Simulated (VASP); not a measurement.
# KCl in VASP: notebook

The runs below take KCl through electric field gradients, with LDA.

Program: VASP 6.6.1. These are calculated values, not measurements. Logs are shortened: lines on timing, memory, paths and dates and some standing lists are left out, and cuts for length are marked.

## Step 1: The cell of the first run

It takes space group R-3m (No. 166, trigonal). The conventional cell has a = 4.486 Å, b = 4.486 Å, c = 10.824 Å, α = 90.00°, β = 90.00°, γ = 120.00°. Within 4.2 Å of K (site symmetry -3m) lie 6 Cl at 3.16 Å. Cl (site symmetry -3m) has 6 K at 3.16 Å within 4.2 Å.

## Step 2: Electric field gradients, LDA (equal xy, yz and zx shear strains of -1 %)

The input, INCAR:

```
PREC = Accurate
ENCUT = 520
EDIFF = 1E-8
ISMEAR = -1
SIGMA = 0.03
LREAL = False
LASPH = True
NELM = 60
ALGO = Normal
ISIF = 2
LWAVE = False
LCHARG = False
LEFG = True
NBANDS = 15
```

The input, KPOINTS:

```
Automatic mesh
0
Gamma
  7 7 7
```

The input, POSCAR:

```
KCl
1.0
   -0.0315610000      3.1403195000      3.1403195000
    3.1403195000     -0.0315610000      3.1403195000
    3.1403195000      3.1403195000     -0.0315610000
K Cl
1 1
Direct
    0.0000000000      0.0000000000      0.0000000000
    0.5000000000      0.5000000000      0.5000000000
```

Potentials or basis: VASP PAW LDA potentials, release 64 (K_sv, Cl).

Command:

```
$ cat potpaw_LDA.64/K_sv/POTCAR potpaw_LDA.64/Cl/POTCAR > POTCAR
$ mpirun -np 1 vasp_std > vasp.out
```

OUTCAR:

```text
PREC = Accurate
   ENCUT = 520
   EDIFF = 1E-8
   ISMEAR = -1
   LREAL = False
   LASPH = True
   NELM = 60
   ISIF = 2

 ion  position               nearest neighbor table
   1  0.000  0.000  0.000-   2 3.16   2 3.16   2 3.16   2 3.16   2 3.16   2 3.16
   2  0.500  0.500  0.500-   1 3.16   1 3.16   1 3.16   1 3.16   1 3.16   1 3.16

  LATTYP: Found a trigonal (rhomboedric) cell.
 ALAT       =     4.4411945714
 COS(alpha) =     0.4899250057

  Lattice vectors:

 A1 = (  -0.0315610000,   3.1403195000,   3.1403195000)
 A2 = (   3.1403195000,  -0.0315610000,   3.1403195000)
 A3 = (   3.1403195000,   3.1403195000,  -0.0315610000)

Analysis of symmetry for initial positions (statically):
=====================================================================
 Subroutine PRICEL returns:
 Original cell was already a primitive cell.

 Routine SETGRP: Setting up the symmetry group for a
 trigonal (rhombohedral) supercell.

 Subroutine GETGRP returns: Found 12 space group operations
 (whereof 12 operations were pure point group operations)
 out of a pool of 12 trial point group operations.

The static configuration has the point symmetry D_3d.

Analysis of symmetry for dynamics (positions and initial velocities):
=====================================================================
 Subroutine PRICEL returns:
 Original cell was already a primitive cell.

 Routine SETGRP: Setting up the symmetry group for a
 trigonal (rhombohedral) supercell.

 Subroutine GETGRP returns: Found 12 space group operations
 (whereof 12 operations were pure point group operations)
 out of a pool of 12 trial point group operations.

The dynamic configuration has the point symmetry D_3d.

 Subroutine INISYM returns: Found 12 space group operations
 (whereof 12 operations are pure point group operations),
 and found     1 'primitive' translations

----------------------------------------------------------------------------------------

                                     Primitive cell

  volume of cell :      62.8709

  direct lattice vectors                    reciprocal lattice vectors
    -0.031561000  3.140319500  3.140319500    -0.156839057  0.158431332  0.158431332
     3.140319500 -0.031561000  3.140319500     0.158431332 -0.156839057  0.158431332
     3.140319500  3.140319500 -0.031561000     0.158431332  0.158431332 -0.156839057

  length of vectors
     4.441194571  4.441194571  4.441194571     0.273494906  0.273494906  0.273494906

  position of ions in fractional coordinates (direct lattice)
     0.000000000  0.000000000  0.000000000
     0.500000000  0.500000000  0.500000000

  ion indices of the primitive-cell ions
   primitive index   ion index
                 1           1
                 2           2

----------------------------------------------------------------------------------------

 KPOINTS: Automatic mesh

Automatic generation of k-mesh.
 Grid dimensions read from file:
 generate k-points for:    7    7    7

 Generating k-lattice:

  Cartesian coordinates                     Fractional coordinates (reciprocal lattice)
    -0.022405580  0.022633047  0.022633047     0.142857143  0.000000000  0.000000000
     0.022633047 -0.022405580  0.022633047     0.000000000  0.142857143  0.000000000
     0.022633047  0.022633047 -0.022405580     0.000000000  0.000000000  0.142857143

  Length of vectors
     0.039070701  0.039070701  0.039070701

  Shift w.r.t. Gamma in fractional coordinates (k-lattice)
     0.000000000  0.000000000  0.000000000

 Subroutine IBZKPT returns following result:
 ===========================================

 Found     44 irreducible k-points:

 Following reciprocal coordinates:
            Coordinates               Weight
  0.000000  0.000000  0.000000      1.000000
  0.142857  0.000000 -0.000000      6.000000
  0.285714  0.000000  0.000000      6.000000
  0.428571  0.000000 -0.000000      6.000000
  0.142857  0.142857 -0.000000      6.000000
  0.285714  0.142857  0.000000     12.000000
[... 16 lines left out ...]
  0.285714  0.285714  0.142857      6.000000
  0.428571  0.285714  0.142857     12.000000
 [... further k-points ...]
   k-points           NKPTS =     44   k-points in BZ     NKDIM =     44   number of bands    NBANDS=     15
   number of dos      NEDOS =    301   number of ions     NIONS =      2
   total plane-waves  NPLWV =  46656
   dimension x,y,z NGX =    36 NGY =   36 NGZ =   36
   dimension x,y,z NGXF=    72 NGYF=   72 NGZF=   72
   ions per type =               1   1
   NGX,Y,Z   is equivalent  to a cutoff of  13.48, 13.48, 13.48 a.u.
   NGXF,Y,Z  is equivalent  to a cutoff of  26.95, 26.95, 26.95 a.u.
 SYSTEM =  unknown system
   PREC   = accura    normal or accurate (medium, high low for compatibility)
   ISTART =      0    job   : 0-new  1-cont  2-samecut
   ICHARG =      2    charge: 1-file 2-atom 10-const
   ISPIN  =      1    spin polarized calculation?
   LNONCOLLINEAR =      F non collinear calculations
   LSORBIT =      F    spin-orbit coupling
   LASPH  =      T    aspherical Exc in radial PAW
   ENCUT  =  520.0 eV  38.22 Ry    6.18 a.u.   8.26  8.26  8.26*2*pi/ulx,y,z
   NELM   =     60;   NELMIN=  2; NELMDL= -5     # of ELM steps
   EDIFF  = 0.1E-07   stopping-criterion for ELM
   LREAL  =      F    real-space projection
   EDIFFG = 0.1E-06   stopping-criterion for IOM
   NSW    =      0    number of steps for IOM
   IBRION =     -1    ionic relax: 0-MD 1-quasi-New 2-CG
   NFREE  =      0    steps in history (QN), initial steepest desc. (CG)
   ISIF   =      2    stress and relaxation
   ISYM   =      2    0-nonsym 1-usesym 2-fastsym
   POTIM  = 0.5000    time-step for ionic-motion
   TEBEG  =    0.0;   TEEND  =   0.0 temperature during run
   PSTRESS=    0.0 pullay stress
   NELECT =      16.0000    total number of electrons
   NUPDOWN=      -1.0000    fix difference up-down
   EMIN   =  10.00;   EMAX   =-10.00  energy-range for DOS
   EFERMI =   0.00;   METHOD = LEGACY
   ISMEAR =    -1;   SIGMA  =   0.03  broadening in eV -4-tet -1-fermi 0-gaus
   EFERMI_NEDOS =   21; number of points for ismear=-14 and -15
   IALGO  =     38    algorithm
   IMIX   =      4    mixing-type and parameters
     AMIX     =   0.40;   BMIX     =  1.00
     AMIX_MAG =   1.60;   BMIX_MAG =  1.00
  volume/ion in A,a.u.               =      31.44       212.14
  Fermi-wavevector in a.u.,A,eV,Ry     =   1.037445  1.960486 14.643836  1.076292
  Thomas-Fermi vector in A             =   2.171883
   LORBIT       =      0    0 simple, 1 ext, 2 COOP (PROOUT), +10 PAW based schemes
   GGA     = CA    functional components
   LHFCALC =     F    Hartree Fock is set to
   AEXX    =    0.0000 exact exchange contribution
   IVDW    =     0    specifies the selected vdW correction
   LEPSILON=     F    determine dielectric tensor
   LRPA    =     F    only Hartree local field effects (RPA)
 non-spin polarized calculation
  energy-cutoff  :      520.00
  volume of cell :       62.87
 maximum number of plane-waves:      1723
 NGX is ok and might be reduce to    36
   NGX = 17   NGY = 17   NGZ = 17

 number of electron      15.9999998 magnetization

 Free energy of the ion-electron system (eV)
  ---------------------------------------------------
  ext. energy  EPLUGINS =         0.00000000
  ---------------------------------------------------
  free energy    TOTEN  =        -7.36248926 eV

  energy without entropy =       -7.36248926  energy(sigma->0) =       -7.36248926

 E-fermi :  -1.4239     XC(G=0):  -8.0730

 val. band max:       -2.1001807464   @ k =   0.0000   0.0000   0.0000
 cond. band min:       2.5979188656   @ k =   0.0000   0.0000   0.0000
 fundamental gap:      4.6980996120
 Fermi energy:        -1.4238899735

 k-point     1 :       0.0000    0.0000    0.0000
  band No.  band energies     occupation
      1     -28.9729      2.00000
      2     -14.1348      2.00000
      3     -12.6705      2.00000
      4     -12.6705      2.00000
      5     -12.6705      2.00000
      6      -2.1283      2.00000
      7      -2.1283      2.00000
      8      -2.1002      2.00000
      9       2.5979      0.00000
     10       5.9187      0.00000
     11       5.9187      0.00000
     12       6.0489      0.00000
     13       6.8902      0.00000
     14       6.8902      0.00000
     15      10.3228      0.00000
[... 397 lines left out ...]
 k-point    24 :       0.4286    0.2857    0.1429
  band No.  band energies     occupation
      1     -28.9625      2.00000
      2     -14.2125      2.00000
      3     -12.7210      2.00000
      4     -12.6902      2.00000
      5     -12.5547      2.00000
      6      -2.9142      2.00000
      7      -2.4097      2.00000
      8      -2.3680      2.00000
      9       4.8168      0.00000
     10       5.0540      0.00000
     11       7.6311      0.00000
     12       7.6494      0.00000
     13       8.0183      0.00000
     14       8.4038      0.00000
     15       9.7185      0.00000

 [... further k-points ...]
[... 5 lines left out ...]
  --------------------------------------------------------------------------------------
  -------------------------------------------------------------------------------------
  Total       -0.8026788     -0.8026788     -0.8026788      0.0278601      0.0278601      0.0278601
  in kB      -20.4551559    -20.4551559    -20.4551559      0.7099754      0.7099754      0.7099754
  external PRESSURE =     -20.4551559 kB  Pullay stress =       0.0000000 kB

 VOLUME and BASIS-vectors are now :
 -----------------------------------------------------------------------------
  energy-cutoff  :      520.00
  volume of cell :       62.87
      direct lattice vectors                 reciprocal lattice vectors
    -0.031561000  3.140319500  3.140319500    -0.156839057  0.158431332  0.158431332
     3.140319500 -0.031561000  3.140319500     0.158431332 -0.156839057  0.158431332
     3.140319500  3.140319500 -0.031561000     0.158431332  0.158431332 -0.156839057

 POSITION                                       TOTAL-FORCE (eV/Angst)
 -----------------------------------------------------------------------------------
      0.00000      0.00000      0.00000        -0.000000      0.000000     -0.000000
      3.12454      3.12454      3.12454         0.000000     -0.000000      0.000000
 -----------------------------------------------------------------------------------
    total drift:                                0.000000      0.000000      0.000000

  FREE ENERGIE OF THE ION-ELECTRON SYSTEM (eV)
  ---------------------------------------------------
  free  energy   TOTEN  =        -7.3624892628 eV

  energy  without entropy=       -7.3624892628  energy(sigma->0) =       -7.36248926

 Electric field gradients (V/A^2)
---------------------------------------------------------------------
 ion       V_xx      V_yy      V_zz      V_xy      V_xz      V_yz
---------------------------------------------------------------------
   1      -0.000     0.000    -0.000     0.539     0.539     0.539
   2       0.000     0.000     0.000    -0.700    -0.700    -0.700
---------------------------------------------------------------------

 Electric field gradients after diagonalization (V/A^2)
 (convention: |V_zz| > |V_xx| > |V_yy|)
----------------------------------------------------------------------
 ion       V_xx      V_yy      V_zz     asymmetry (V_yy - V_xx)/ V_zz
----------------------------------------------------------------------
   1      -0.539    -0.539     1.078       0.000
   2       0.700     0.700    -1.401       0.000
----------------------------------------------------------------------

           NMR quadrupolar parameters

 Cq : quadrupolar parameter    Cq=e*Q*V_zz/h
 eta: asymmetry parameters     (V_yy - V_xx)/ V_zz
 Q  : nuclear electric quadrupole moment in mb (millibarn)
----------------------------------------------------------------------
 ion       Cq(MHz)       eta       Q (mb)
----------------------------------------------------------------------
   1       0.003       0.000       1.000
   2      -0.003       0.000       1.000
----------------------------------------------------------------------
```

It took 57 s on 1 thread of Intel Xeon 8259CL, shared host; peak memory 0.19 GiB.

Results:

```yaml
Free_energy: -7.3625 eV
Pressure: -2.0 GPa
Band_gap_on_the_k_mesh: 4.70 eV
Largest_electric_field_gradient_by_atom: K +1.1; Cl -1.4 V/Å²
```

Stress tensor (GPa, compression positive):
```
-2.05  0.07  0.07
 0.07 -2.05  0.07
 0.07  0.07 -2.05
```

Electric field gradients, principal values (V/Å²):
| atom | least | middle | greatest (by size) |
| --- | --- | --- | --- |
| 1 K | -0.539 | -0.539 | 1.078 |
| 2 Cl | 0.700 | 0.700 | -1.401 |

Caveat: the cell differs from its parent crystal (equal xy, yz and zx shear strains of -1 %); without QUAD_EFG the Cq values of the log hold for a quadrupole moment of 1 mb, not for the nuclei; an odd mesh through Γ misses points on the zone boundary, where band edges can lie.

(Continued in part 2 of 3.)
